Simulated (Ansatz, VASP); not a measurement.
**One calculation of Al, two programs**

```
Al
1.0
     2.80251    0.00000    0.00000
    -1.40126    2.42705    0.00000
     0.00000    0.00000    4.68578
Al
2
Direct
  0.66667 0.33333 0.75000
  0.33333 0.66667 0.25000
```

Alike in both runs: functional LDA; k mesh 18 × 18 × 10; occupations gaussian, width 0.1 eV; no spin polarisation.

Ansatz relaxed the structure, and its values are those at the end. VASP's run is a single point on that final structure, the one shown.

|  | VASP | Ansatz |
| --- | --- | --- |
| version | VASP 6.6.1 | Ansatz 0.2.0 |
| potentials or method | VASP PAW LDA potentials, release 64 (Al), cutoff 520 eV | scalar-relativistic, plane waves, PAW |
| valence electrons in the cell | 6 | 6 |

Ansatz gave:

| Property | Result |
| --- | --- |
| gap on the k mesh at the Fermi level (eV) | none |
| pressure (GPa) | 0.0 |

What did VASP give for the same quantities?

gap on the k mesh at the Fermi level (eV): none; pressure (GPa): 0.1.

LDA's correlation is that of Perdew and Zunger in VASP and of Perdew and Wang (1992) in Ansatz. A gap of «none» marks a metal or a gap that the smearing closes.
